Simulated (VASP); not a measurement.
# WC in VASP: further runs

Runs on WC. Level: PBEsol. Tasks: single point.

All numbers are computed with VASP 6.6.1; they aren't measurements. Logs are shortened: lines on timing, memory, paths and dates and some standing lists are left out, and cuts for length are marked.

## (1) The cell of the first run

The cell holds a slab with vacuum, 6 atoms: a = 2.828 Å, b = 2.898 Å, c = 22.857 Å, α = 90.00°, β = 90.00°, γ = 90.00°.

## (2) Single point, PBEsol

Input file INCAR:

```
SYSTEM = WC
ALGO = Normal
DIPOL = 0.5 0.5 0.500
EDIFF = 1E-7
ENCUT = 520
GGA = PS
IDIPOL = 3
ISIF = 2
ISMEAR = 0
LASPH = .TRUE.
LCHARG = .TRUE.
LDIPOL = .TRUE.
LELF = .TRUE.
LREAL = .FALSE.
LVACPOTAV = .TRUE.
LVHAR = .TRUE.
LWAVE = .FALSE.
NBANDS = 36
NELM = 80
PREC = Accurate
SIGMA = 0.1
```

Input file KPOINTS:

```
k-points
0
G
  10 10 1
  0 0 0
```

Input file POSCAR:

```
WC
1.0
    2.8276119036      0.0000000000      0.0000000000
    0.0000000000      2.8984136670      0.0000000000
    0.0000000000      0.0000000000     22.8568996880
C W
3 3
Direct
    0.5000000000      0.0000000000      0.3718789563
    0.5000000000      0.5000000000      0.4816969938
    0.5000000000      0.0000000000      0.5919441058
    0.0000000000      0.5000000000      0.4084849688
    0.0000000000      0.0000000000      0.5183344789
    0.0000000000      0.5000000000      0.6258993003
```

Potentials or basis: VASP PAW PBE potentials, release 64 (C, W_sv).

Command:

```console
$ cat potpaw_PBE.64/C/POTCAR potpaw_PBE.64/W_sv/POTCAR > POTCAR
$ mpirun -np 1 vasp_std > vasp.out
```

OUTCAR:

```text
SYSTEM = WC
   EDIFF = 1E-7
   ENCUT = 520
   GGA = PS
   ISIF = 2
   ISMEAR = 0
   LASPH = .TRUE.
   LREAL = .FALSE.
   NELM = 80
   PREC = Accurate

 ion  position               nearest neighbor table
   1  0.500  0.000  0.372-   4 2.19   4 2.19   4 2.19   4 2.19
   2  0.500  0.500  0.482-   4 2.19   4 2.19   5 2.19   5 2.19   5 2.19   5 2.19
   3  0.500  0.000  0.592-   6 2.17   6 2.17   6 2.17   6 2.17   5 2.20   5 2.20
   4  0.000  0.500  0.408-   1 2.19   1 2.19   1 2.19   1 2.19   2 2.19   2 2.19   5 2.90   5 2.90

   5  0.000  0.000  0.518-   2 2.19   2 2.19   2 2.19   2 2.19   3 2.20   3 2.20   6 2.85   6 2.85
                             4 2.90   4 2.90
   6  0.000  0.500  0.626-   3 2.17   3 2.17   3 2.17   3 2.17   5 2.85   5 2.85

  LATTYP: Found a simple orthorhombic cell.
 ALAT       =     2.8276119036
 B/A-ratio  =     1.0250394205
 C/A-ratio  =     8.0834642332

  Lattice vectors:

 A1 = (   2.8276119036,   0.0000000000,   0.0000000000)
 A2 = (   0.0000000000,   2.8984136670,   0.0000000000)
 A3 = (   0.0000000000,   0.0000000000,  22.8568996880)

Analysis of symmetry for initial positions (statically):
=====================================================================
 Subroutine PRICEL returns:
 Original cell was already a primitive cell.

 Routine SETGRP: Setting up the symmetry group for a
 simple orthorhombic supercell.

 Subroutine GETGRP returns: Found  4 space group operations
 (whereof  4 operations were pure point group operations)
 out of a pool of  8 trial point group operations.

The static configuration has the point symmetry C_2v.

Analysis of symmetry for dynamics (positions and initial velocities):
=====================================================================
 Subroutine PRICEL returns:
 Original cell was already a primitive cell.

 Routine SETGRP: Setting up the symmetry group for a
 simple orthorhombic supercell.

 Subroutine GETGRP returns: Found  4 space group operations
 (whereof  4 operations were pure point group operations)
 out of a pool of  8 trial point group operations.

The dynamic configuration has the point symmetry C_2v.

 Subroutine INISYM returns: Found  4 space group operations
 (whereof  4 operations are pure point group operations),
 and found     1 'primitive' translations

----------------------------------------------------------------------------------------

                                     Primitive cell

  volume of cell :     187.3258

  direct lattice vectors                    reciprocal lattice vectors
     2.827611904  0.000000000  0.000000000     0.353655323  0.000000000  0.000000000
     0.000000000  2.898413667  0.000000000     0.000000000  0.345016314  0.000000000
     0.000000000  0.000000000 22.856899688     0.000000000  0.000000000  0.043750465

  length of vectors
     2.827611904  2.898413667 22.856899688     0.353655323  0.345016314  0.043750465

  position of ions in fractional coordinates (direct lattice)
     0.500000000  0.000000000  0.371878956
     0.500000000  0.500000000  0.481696994
     0.500000000  0.000000000  0.591944106
     0.000000000  0.500000000  0.408484969
     0.000000000  0.000000000  0.518334479
     0.000000000  0.500000000  0.625899300

  ion indices of the primitive-cell ions
   primitive index   ion index
                 1           1
                 2           2
                 3           3
                 4           4
                 5           5
                 6           6

----------------------------------------------------------------------------------------

 KPOINTS: k-points

Automatic generation of k-mesh.
 Grid dimensions read from file:
 generate k-points for:   10   10    1

 Generating k-lattice:

  Cartesian coordinates                     Fractional coordinates (reciprocal lattice)
     0.035365532  0.000000000  0.000000000     0.100000000  0.000000000  0.000000000
     0.000000000  0.034501631  0.000000000     0.000000000  0.100000000  0.000000000
     0.000000000  0.000000000  0.043750465     0.000000000  0.000000000  1.000000000

  Length of vectors
     0.035365532  0.034501631  0.043750465

  Shift w.r.t. Gamma in fractional coordinates (k-lattice)
     0.000000000  0.000000000  0.000000000

 Subroutine IBZKPT returns following result:
 ===========================================

 Found     36 irreducible k-points:

 Following reciprocal coordinates:
            Coordinates               Weight
  0.000000  0.000000  0.000000      1.000000
  0.100000  0.000000  0.000000      2.000000
  0.200000  0.000000  0.000000      2.000000
  0.300000  0.000000  0.000000      2.000000
  0.400000  0.000000  0.000000      2.000000
  0.500000  0.000000  0.000000      1.000000
[... 16 lines left out ...]
  0.400000  0.300000  0.000000      4.000000
  0.500000  0.300000  0.000000      2.000000
 [... further k-points ...]
   k-points           NKPTS =     36   k-points in BZ     NKDIM =     36   number of bands    NBANDS=     36
   number of dos      NEDOS =    301   number of ions     NIONS =      6
   total plane-waves  NPLWV = 103680
   dimension x,y,z NGX =    24 NGY =   24 NGZ =  180
   dimension x,y,z NGXF=    48 NGYF=   48 NGZF=  360
   ions per type =               3   3
   NGX,Y,Z   is equivalent  to a cutoff of  14.11, 13.77, 13.09 a.u.
   NGXF,Y,Z  is equivalent  to a cutoff of  28.22, 27.53, 26.18 a.u.
 SYSTEM =  WC
   PREC   = accura    normal or accurate (medium, high low for compatibility)
   ISTART =      0    job   : 0-new  1-cont  2-samecut
   ICHARG =      2    charge: 1-file 2-atom 10-const
   ISPIN  =      1    spin polarized calculation?
   LNONCOLLINEAR =      F non collinear calculations
   LSORBIT =      F    spin-orbit coupling
   LASPH  =      T    aspherical Exc in radial PAW
   ENCUT  =  520.0 eV  38.22 Ry    6.18 a.u.   5.26  5.39 42.50*2*pi/ulx,y,z
   NELM   =     80;   NELMIN=  2; NELMDL= -5     # of ELM steps
   EDIFF  = 0.1E-06   stopping-criterion for ELM
   LREAL  =      F    real-space projection
   EDIFFG = 0.1E-05   stopping-criterion for IOM
   NSW    =      0    number of steps for IOM
   IBRION =     -1    ionic relax: 0-MD 1-quasi-New 2-CG
   NFREE  =      0    steps in history (QN), initial steepest desc. (CG)
   ISIF   =      2    stress and relaxation
   ISYM   =      2    0-nonsym 1-usesym 2-fastsym
   POTIM  = 0.5000    time-step for ionic-motion
   TEBEG  =    0.0;   TEEND  =   0.0 temperature during run
   PSTRESS=    0.0 pullay stress
   NELECT =      54.0000    total number of electrons
   NUPDOWN=      -1.0000    fix difference up-down
   EMIN   =  10.00;   EMAX   =-10.00  energy-range for DOS
   EFERMI =   0.00;   METHOD = LEGACY
   ISMEAR =     0;   SIGMA  =   0.10  broadening in eV -4-tet -1-fermi 0-gaus
   EFERMI_NEDOS =   21; number of points for ismear=-14 and -15
   IALGO  =     38    algorithm
   IMIX   =      4    mixing-type and parameters
     AMIX     =   0.40;   BMIX     =  1.00
     AMIX_MAG =   1.60;   BMIX_MAG =  1.00
  volume/ion in A,a.u.               =      31.22       210.69
  Fermi-wavevector in a.u.,A,eV,Ry     =   1.081451  2.043646 15.912512  1.169537
  Thomas-Fermi vector in A             =   2.217468
   LORBIT       =      0    0 simple, 1 ext, 2 COOP (PROOUT), +10 PAW based schemes
   GGA     = PS    functional components
   LHFCALC =     F    Hartree Fock is set to
   AEXX    =    0.0000 exact exchange contribution
   IVDW    =     0    specifies the selected vdW correction
   LEPSILON=     F    determine dielectric tensor
   LRPA    =     F    only Hartree local field effects (RPA)
 non-spin polarized calculation
 Gauss-broadening in eV      SIGMA  =   0.10
  energy-cutoff  :      520.00
  volume of cell :      187.33
 maximum number of plane-waves:      5093
 NGX is ok and might be reduce to    24
   NGX = 11   NGY = 11   NGZ = 85

 dipolmoment           0.000000      0.000000      0.010004 electrons x Angstroem

 number of electron      54.0000000 magnetization

 dipolmoment           0.000000      0.000000     -0.029017 electrons x Angstroem

 Free energy of the ion-electron system (eV)
  ---------------------------------------------------
  ext. energy  EPLUGINS =         0.00000000
  ---------------------------------------------------
  free energy    TOTEN  =       -67.26555585 eV

  energy without entropy =      -67.23985609  energy(sigma->0) =      -67.25270597

 E-fermi :  -0.0497     XC(G=0):  -5.5076

 val. band max:       -0.0520280389   @ k =   0.3000   0.4000   0.0000
 cond. band min:      -0.0493851843   @ k =   0.3000   0.5000   0.0000
 fundamental gap:      0.0026428545
 Fermi energy:        -0.0496926706

 k-point     1 :       0.0000    0.0000    0.0000
  band No.  band energies     occupation
      1     -73.9718      2.00000
      2     -73.9546      2.00000
      3     -73.8949      2.00000
      4     -38.5867      2.00000
      5     -38.2903      2.00000
      6     -38.0220      2.00000
[... 28 lines left out ...]
     35       4.5486      0.00000
     36       4.7937      0.00000

 k-point     2 :       0.1000    0.0000    0.0000
  band No.  band energies     occupation
      1     -73.9678      2.00000
      2     -73.9507      2.00000
      3     -73.8909      2.00000
      4     -38.5765      2.00000
      5     -38.2824      2.00000
      6     -38.0143      2.00000
[... 28 lines left out ...]
     35       4.6868      0.00000
     36       4.8714      0.00000

 k-point     3 :       0.2000    0.0000    0.0000
  band No.  band energies     occupation
      1     -73.9573      2.00000
      2     -73.9403      2.00000
      3     -73.8805      2.00000
      4     -38.5498      2.00000
      5     -38.2631      2.00000
      6     -38.1802      2.00000
[... 28 lines left out ...]
     35       4.2453      0.00000
     36       5.6097      0.00000
[... 742 lines left out ...]
 k-point    23 :       0.4000    0.3000    0.0000
  band No.  band energies     occupation
      1     -73.9117      2.00000
      2     -73.8945      2.00000
      3     -73.8430      2.00000
      4     -38.5172      2.00000
      5     -38.4783      2.00000
      6     -38.4374      2.00000
[... 28 lines left out ...]
     35       5.9929      0.00000
     36       6.2901      0.00000

 k-point    24 :       0.5000    0.3000    0.0000
  band No.  band energies     occupation
      1     -73.9077      2.00000
      2     -73.8906      2.00000
      3     -73.8390      2.00000
      4     -38.5831      2.00000
      5     -38.5420      2.00000
      6     -38.5000      2.00000
[... 28 lines left out ...]
     35       5.7175      0.00000
     36       6.1098      0.00000

 [... further k-points ...]

------------------------ aborting loop because EDIFF is reached ----------------------------------------

  FORCE on cell =-STRESS in cart. coord.  units (eV):
  Direction    XX          YY          ZZ          XY          YZ          ZX
  --------------------------------------------------------------------------------------
  -------------------------------------------------------------------------------------
  Total       -4.5084621     -4.2828804     -2.1177880      0.0000000      0.0000000      0.0000000
  in kB      -38.5603988    -36.6310224    -18.1132162      0.0000000      0.0000000      0.0000000
  external PRESSURE =     -31.1015458 kB  Pullay stress =       0.0000000 kB

 VOLUME and BASIS-vectors are now :
 -----------------------------------------------------------------------------
  energy-cutoff  :      520.00
  volume of cell :      187.33
      direct lattice vectors                 reciprocal lattice vectors
     2.827611904  0.000000000  0.000000000     0.353655323  0.000000000  0.000000000
     0.000000000  2.898413667  0.000000000     0.000000000  0.345016314  0.000000000
     0.000000000  0.000000000 22.856899688     0.000000000  0.000000000  0.043750465

 POSITION                                       TOTAL-FORCE (eV/Angst)
 -----------------------------------------------------------------------------------
      1.41381      0.00000      8.50000         0.000000      0.000000      2.663883
      1.41381      1.44921     11.01010         0.000000      0.000000     -0.132532
      1.41381      0.00000     13.53001         0.000000      0.000000      0.022963
      0.00000      1.44921      9.33670         0.000000      0.000000     -2.614320
      0.00000      0.00000     11.84752         0.000000      0.000000      0.007966
      0.00000      1.44921     14.30612         0.000000      0.000000      0.052040
 -----------------------------------------------------------------------------------
    total drift:                                0.000000      0.000000      0.000251

  FREE ENERGIE OF THE ION-ELECTRON SYSTEM (eV)
  ---------------------------------------------------
  free  energy   TOTEN  =       -67.2655558522 eV

  energy  without entropy=      -67.2398560937  energy(sigma->0) =      -67.25270597

 vacuum level on the upper side and lower side of the slab         5.276         5.917
```

Wall time 4.6 min (1 thread of Intel Xeon 6975P-C (Granite Rapids), shared host); peak memory 0.4 GiB.

Results:

| Item | Value |
| --- | --- |
| Free energy | -67.2656 eV |
| Largest force | 2.664 eV/Å |
| Band gap on the k mesh | zero (band 27 reaches 1.54 eV, above the bottom of band 28 at -0.42 eV) |

Forces on the atoms (eV/Å):
```
C    0.000  0.000  2.664
C    0.000  0.000 -0.133
C    0.000  0.000  0.023
W    0.000  0.000 -2.614
W    0.000  0.000  0.008
W    0.000  0.000  0.052
```

Caveat: the PAW data sets were made with another functional, which shifts forces and pressure a little; spin-orbit coupling is left out, which moves the levels of the heavy elements.

(Part 1 of 2 ends here.)
